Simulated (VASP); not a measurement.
# V (Pm-3n) in VASP: single point with revPBE

Aim: the single point of V with revPBE.

All numbers are computed with VASP 6.6.1; they aren't measurements. Logs are shortened: lines on timing, memory, paths and dates and some standing lists are left out, and cuts for length are marked.

### Step 1. The cell of the first run

Symmetry: Pm-3n, No. 223, cubic system. Conventional cell: a = 4.814 Å, b = 4.814 Å, c = 4.814 Å, α = 90.00°, β = 90.00°, γ = 90.00°. V (site symmetry m-3) has 12 V at 2.69 Å within 3.5 Å. Within 3.2 Å of V (site symmetry -4m2) lie 14 V at 2.41 to 2.95 Å.

### Step 2. Single point, revPBE

File INCAR:

```
SYSTEM = V
PREC = Accurate
ENCUT = 520
EDIFF = 1E-6
ISMEAR = -1
SIGMA = 0.1
LREAL = .False.
LASPH = .True.
NELM = 100
ALGO = Normal
ISIF = 2
LWAVE = .False.
LCHARG = .True.
GGA = RE
LELF = .True.
LVHAR = .True.
NBANDS = 62
```

File KPOINTS:

```
regular mesh
0
Gamma
  7 7 7
  0 0 0
```

File POSCAR:

```
V
1.0
    4.8143865146      0.0000000000      0.0000000000
    0.0000000000      4.8143865146      0.0000000000
    0.0000000000      0.0000000000      4.8143865146
V
8
Direct
    0.0000000000      0.0000000000      0.0000000000
    0.5000000000      0.5000000000      0.5000000000
    0.2500000000      0.0000000000      0.5000000000
    0.7500000000      0.0000000000      0.5000000000
    0.5000000000      0.2500000000      0.0000000000
    0.5000000000      0.7500000000      1.0000000000
    1.0000000000      0.5000000000      0.2500000000
    1.0000000000      0.5000000000      0.7500000000
```

Potentials or basis: VASP PAW PBE potentials, release 64 (V_sv).

Command:

```bash
> cat potpaw_PBE.64/V_sv/POTCAR > POTCAR
> mpirun -np 1 vasp_std > vasp.out
```

OUTCAR:

```text
SYSTEM = V
   PREC = Accurate
   ENCUT = 520
   EDIFF = 1E-6
   ISMEAR = -1
   LREAL = .False.
   LASPH = .True.
   NELM = 100
   ISIF = 2
   GGA = RE

 ion  position               nearest neighbor table
   1  0.000  0.000  0.000-   3 2.69   4 2.69   5 2.69   6 2.69   7 2.69   8 2.69   3 2.69   4 2.69
                             7 2.69   8 2.69   5 2.69   6 2.69
   2  0.500  0.500  0.500-   3 2.69   4 2.69   5 2.69   6 2.69   7 2.69   8 2.69   5 2.69   6 2.69
                             3 2.69   4 2.69   7 2.69   8 2.69
   3  0.250  0.000  0.500-   4 2.41   4 2.41   1 2.69   1 2.69   2 2.69   2 2.69
   4  0.750  0.000  0.500-   3 2.41   3 2.41   1 2.69   1 2.69   2 2.69   2 2.69
   5  0.500  0.250  0.000-   6 2.41   6 2.41   1 2.69   2 2.69   2 2.69   1 2.69
   6  0.500  0.750  0.000-   5 2.41   5 2.41   1 2.69   2 2.69   2 2.69   1 2.69
   7  0.000  0.500  0.250-   8 2.41   8 2.41   1 2.69   2 2.69   1 2.69   2 2.69
   8  0.000  0.500  0.750-   7 2.41   7 2.41   1 2.69   2 2.69   1 2.69   2 2.69

  LATTYP: Found a simple cubic cell.
 ALAT       =     4.8143865146

  Lattice vectors:

 A1 = (   4.8143865146,   0.0000000000,   0.0000000000)
 A2 = (   0.0000000000,   4.8143865146,   0.0000000000)
 A3 = (   0.0000000000,   0.0000000000,   4.8143865146)

Analysis of symmetry for initial positions (statically):
=====================================================================
 Subroutine PRICEL returns:
 Original cell was already a primitive cell.

 Routine SETGRP: Setting up the symmetry group for a
 simple cubic supercell.

 Subroutine GETGRP returns: Found 48 space group operations
 (whereof 24 operations were pure point group operations)
 out of a pool of 48 trial point group operations.

The static configuration has the point symmetry T_h .
 The point group associated with its full space group is O_h .

Analysis of symmetry for dynamics (positions and initial velocities):
=====================================================================
 Subroutine PRICEL returns:
 Original cell was already a primitive cell.

 Routine SETGRP: Setting up the symmetry group for a
 simple cubic supercell.

 Subroutine GETGRP returns: Found 48 space group operations
 (whereof 24 operations were pure point group operations)
 out of a pool of 48 trial point group operations.

The dynamic configuration has the point symmetry T_h .
 The point group associated with its full space group is O_h .

 Subroutine INISYM returns: Found 48 space group operations
 (whereof 24 operations are pure point group operations),
 and found     1 'primitive' translations

----------------------------------------------------------------------------------------

                                     Primitive cell

  volume of cell :     111.5894

  direct lattice vectors                    reciprocal lattice vectors
     4.814386515  0.000000000  0.000000000     0.207710785  0.000000000  0.000000000
     0.000000000  4.814386515  0.000000000     0.000000000  0.207710785  0.000000000
     0.000000000  0.000000000  4.814386515     0.000000000  0.000000000  0.207710785

  length of vectors
     4.814386515  4.814386515  4.814386515     0.207710785  0.207710785  0.207710785

  position of ions in fractional coordinates (direct lattice)
     0.000000000  0.000000000  0.000000000
     0.500000000  0.500000000  0.500000000
     0.250000000  0.000000000  0.500000000
     0.750000000  0.000000000  0.500000000
     0.500000000  0.250000000  0.000000000
     0.500000000  0.750000000  0.000000000
     0.000000000  0.500000000  0.250000000
     0.000000000  0.500000000  0.750000000

  ion indices of the primitive-cell ions
   primitive index   ion index
                 1           1
                 2           2
                 3           3
                 4           4
                 5           5
                 6           6
                 7           7
                 8           8

----------------------------------------------------------------------------------------

 KPOINTS: regular mesh

Automatic generation of k-mesh.
 Grid dimensions read from file:
 generate k-points for:    7    7    7

 Generating k-lattice:

  Cartesian coordinates                     Fractional coordinates (reciprocal lattice)
     0.029672969  0.000000000  0.000000000     0.142857143  0.000000000  0.000000000
     0.000000000  0.029672969  0.000000000     0.000000000  0.142857143  0.000000000
     0.000000000  0.000000000  0.029672969     0.000000000  0.000000000  0.142857143

  Length of vectors
     0.029672969  0.029672969  0.029672969

  Shift w.r.t. Gamma in fractional coordinates (k-lattice)
     0.000000000  0.000000000  0.000000000

 Subroutine IBZKPT returns following result:
 ===========================================

 Found     20 irreducible k-points:

 Following reciprocal coordinates:
            Coordinates               Weight
  0.000000  0.000000  0.000000      1.000000
  0.142857  0.000000  0.000000      6.000000
  0.285714  0.000000  0.000000      6.000000
  0.428571  0.000000  0.000000      6.000000
  0.142857  0.142857  0.000000     12.000000
  0.285714  0.142857  0.000000     24.000000
[... 12 lines left out ...]
  0.428571  0.428571  0.285714     24.000000
  0.428571  0.428571  0.428571      8.000000
   k-points           NKPTS =     20   k-points in BZ     NKDIM =     20   number of bands    NBANDS=     62
   number of dos      NEDOS =    301   number of ions     NIONS =      8
   total plane-waves  NPLWV =  46656
   dimension x,y,z NGX =    36 NGY =   36 NGZ =   36
   dimension x,y,z NGXF=    72 NGYF=   72 NGZF=   72
   ions per type =               8
   NGX,Y,Z   is equivalent  to a cutoff of  12.43, 12.43, 12.43 a.u.
   NGXF,Y,Z  is equivalent  to a cutoff of  24.86, 24.86, 24.86 a.u.
 SYSTEM =  V
   PREC   = accura    normal or accurate (medium, high low for compatibility)
   ISTART =      0    job   : 0-new  1-cont  2-samecut
   ICHARG =      2    charge: 1-file 2-atom 10-const
   ISPIN  =      1    spin polarized calculation?
   LNONCOLLINEAR =      F non collinear calculations
   LSORBIT =      F    spin-orbit coupling
   LASPH  =      T    aspherical Exc in radial PAW
   ENCUT  =  520.0 eV  38.22 Ry    6.18 a.u.   8.95  8.95  8.95*2*pi/ulx,y,z
   NELM   =    100;   NELMIN=  2; NELMDL= -5     # of ELM steps
   EDIFF  = 0.1E-05   stopping-criterion for ELM
   LREAL  =      F    real-space projection
   EDIFFG = 0.1E-04   stopping-criterion for IOM
   NSW    =      0    number of steps for IOM
   IBRION =     -1    ionic relax: 0-MD 1-quasi-New 2-CG
   NFREE  =      0    steps in history (QN), initial steepest desc. (CG)
   ISIF   =      2    stress and relaxation
   ISYM   =      2    0-nonsym 1-usesym 2-fastsym
   POTIM  = 0.5000    time-step for ionic-motion
   TEBEG  =    0.0;   TEEND  =   0.0 temperature during run
   PSTRESS=    0.0 pullay stress
   NELECT =     104.0000    total number of electrons
   NUPDOWN=      -1.0000    fix difference up-down
   EMIN   =  10.00;   EMAX   =-10.00  energy-range for DOS
   EFERMI =   0.00;   METHOD = LEGACY
   ISMEAR =    -1;   SIGMA  =   0.10  broadening in eV -4-tet -1-fermi 0-gaus
   EFERMI_NEDOS =   21; number of points for ismear=-14 and -15
   IALGO  =     38    algorithm
   IMIX   =      4    mixing-type and parameters
     AMIX     =   0.40;   BMIX     =  1.00
     AMIX_MAG =   1.60;   BMIX_MAG =  1.00
  volume/ion in A,a.u.               =      13.95        94.13
  Fermi-wavevector in a.u.,A,eV,Ry     =   1.599110  3.021880 34.792173  2.557153
  Thomas-Fermi vector in A             =   2.696454
   LORBIT       =      0    0 simple, 1 ext, 2 COOP (PROOUT), +10 PAW based schemes
   GGA     = RE    functional components
   LHFCALC =     F    Hartree Fock is set to
   AEXX    =    0.0000 exact exchange contribution
   IVDW    =     0    specifies the selected vdW correction
   LEPSILON=     F    determine dielectric tensor
   LRPA    =     F    only Hartree local field effects (RPA)
 non-spin polarized calculation
  energy-cutoff  :      520.00
  volume of cell :      111.59
 maximum number of plane-waves:      3031
 NGX is ok and might be reduce to    36
   NGX = 17   NGY = 17   NGZ = 17

 number of electron     103.9999928 magnetization

 Free energy of the ion-electron system (eV)
  ---------------------------------------------------
  ext. energy  EPLUGINS =         0.00000000
  ---------------------------------------------------
  free energy    TOTEN  =       -68.71635515 eV

  energy without entropy =      -68.34945927  energy(sigma->0) =      -68.53290721

 E-fermi :   9.3689     XC(G=0): -12.6284

 val. band max:        9.3622643274   @ k =   0.2857   0.1429   0.1429
 cond. band min:       9.3759607808   @ k =   0.2857   0.1429   0.0000
 fundamental gap:      0.0136964534
 Fermi energy:         9.3688536028

 k-point     1 :       0.0000    0.0000    0.0000
  band No.  band energies     occupation
      1     -54.6010      2.00000
      2     -54.4777      2.00000
      3     -54.4777      2.00000
      4     -54.4683      2.00000
      5     -54.4001      2.00000
      6     -54.3107      2.00000
[... 54 lines left out ...]
     61      11.2822      0.00000
     62      11.2824      0.00000

 k-point     2 :       0.1429    0.0000    0.0000
  band No.  band energies     occupation
      1     -54.5942      2.00000
      2     -54.4813      2.00000
      3     -54.4718      2.00000
      4     -54.4678      2.00000
      5     -54.4020      2.00000
      6     -54.3188      2.00000
[... 54 lines left out ...]
     61      11.1741      0.00000
     62      11.3703      0.00000

 k-point     3 :       0.2857    0.0000    0.0000
  band No.  band energies     occupation
      1     -54.5755      2.00000
      2     -54.4967      2.00000
      3     -54.4615      2.00000
      4     -54.4570      2.00000
      5     -54.4053      2.00000
      6     -54.3410      2.00000
[... 1094 lines left out ...]
     61      11.4406      0.00000
     62      11.4882      0.00000

 k-point    20 :       0.4286    0.4286    0.4286
  band No.  band energies     occupation
      1     -54.4748      2.00000
      2     -54.4706      2.00000
      3     -54.4239      2.00000
      4     -54.4229      2.00000
      5     -54.4229      2.00000
      6     -54.3850      2.00000
[... 54 lines left out ...]
     61      11.4735      0.00000
     62      11.4735      0.00000

------------------------ aborting loop because EDIFF is reached ----------------------------------------

  FORCE on cell =-STRESS in cart. coord.  units (eV):
  Direction    XX          YY          ZZ          XY          YZ          ZX
  --------------------------------------------------------------------------------------
  -------------------------------------------------------------------------------------
  Total        0.2112692      0.2112692      0.2112692     -0.0000000     -0.0000000      0.0000000
  in kB        3.0333602      3.0333602      3.0333602     -0.0000000     -0.0000000      0.0000000
  external PRESSURE =       3.0333602 kB  Pullay stress =       0.0000000 kB

 VOLUME and BASIS-vectors are now :
 -----------------------------------------------------------------------------
  energy-cutoff  :      520.00
  volume of cell :      111.59
      direct lattice vectors                 reciprocal lattice vectors
     4.814386515  0.000000000  0.000000000     0.207710785  0.000000000  0.000000000
     0.000000000  4.814386515  0.000000000     0.000000000  0.207710785  0.000000000
     0.000000000  0.000000000  4.814386515     0.000000000  0.000000000  0.207710785

 POSITION                                       TOTAL-FORCE (eV/Angst)
 -----------------------------------------------------------------------------------
      0.00000      0.00000      0.00000        -0.000000      0.000000     -0.000000
      2.40719      2.40719      2.40719        -0.000000      0.000000     -0.000000
      1.20360      0.00000      2.40719         0.000000      0.000000      0.000000
      3.61079      0.00000      2.40719        -0.000000     -0.000000      0.000000
      2.40719      1.20360      0.00000        -0.000000     -0.000000     -0.000000
      2.40719      3.61079      0.00000         0.000000      0.000000      0.000000
      0.00000      2.40719      1.20360        -0.000000     -0.000000      0.000000
      0.00000      2.40719      3.61079         0.000000     -0.000000     -0.000000
 -----------------------------------------------------------------------------------
    total drift:                                0.000000      0.000000     -0.000000

  FREE ENERGIE OF THE ION-ELECTRON SYSTEM (eV)
  ---------------------------------------------------
  free  energy   TOTEN  =       -68.7163551506 eV

  energy  without entropy=      -68.3494592746  energy(sigma->0) =      -68.53290721
```

Wall time 3.6 min (1 thread of AMD EPYC 7R43 (Zen 3), shared host); peak memory 0.21 GiB.

Results:

```yaml
Free_energy: -68.7164 eV
Pressure: 0.3 GPa
Band_gap_on_the_k_mesh: zero (bands 52 and 53 overlap by 0.23 eV)
```

Caveat: the PAW data sets were made with another functional, which shifts forces and pressure a little.
